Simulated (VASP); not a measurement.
Wanted: the native input for a VASP 6.6.1 run.

* Task: single point
* Functional: PBE
* Potentials or basis: VASP PAW PBE potentials, release 64 (Au)
* Cutoff: 520 eV
* k mesh: 12 × 12 × 12
* Occupations: fermi-dirac, width 0.05 eV
* Spin: no spin polarisation
* Dipole correction: no
* Further INCAR settings: ALGO = Normal; EDIFF = 1e-06; NBANDS = 18

The structure of Au lies in POSCAR:

```
Au
1.0
    0.0000000000      2.4457647097      2.4457647097
    2.4457647097      0.0000000000      2.4457647097
    2.4457647097      2.4457647097      0.0000000000
Au
2
Direct
   -0.1250000000     -0.1250000000     -0.1250000000
    0.1250000000      0.1250000000      0.1250000000
```

This cell differs from its parent crystal: volume scaled by 0.5.

One way to write it, as run:

INCAR

```
PREC     = Accurate       # precision mode
ENCUT    = 520            # plane-wave cutoff, eV
EDIFF    = 1E-6           # SCF threshold, eV
ISMEAR   = -1             # smearing method
SIGMA    = 0.05           # smearing width, eV
LREAL    = False          # projectors in reciprocal space
LASPH    = True           # aspherical terms in the spheres
NELM     = 100            # most SCF steps
ALGO     = Normal         # electronic algorithm
ISIF     = 2              # what is computed and relaxed
LWAVE    = False          # write WAVECAR
LCHARG   = False          # write CHGCAR
GGA      = PE             # functional
NBANDS   = 18             # bands
```

KPOINTS

```
Automatic mesh
0
Gamma
  12 12 12
```

Potentials or basis: VASP PAW PBE potentials, release 64 (Au).

Run with:

```console
$ cat potpaw_PBE.64/Au/POTCAR > POTCAR
$ mpirun -np 1 vasp_std > vasp.out
```

Results of the run:

```yaml
Pressure: 242.0 GPa
Band_gap_on_the_k_mesh: zero (band 11 reaches 13.55 eV, above the bottom of band 12 at 12.77 eV)
```

Caveat: spin-orbit coupling is left out, which moves the levels of the heavy elements.

Wall time 29 s on 1 thread of Intel(R) Xeon(R) Platinum 8259CL CPU @ 2.50GHz (Skylake/Cascade Lake), with other jobs on the host, peak memory 0.18 GiB.
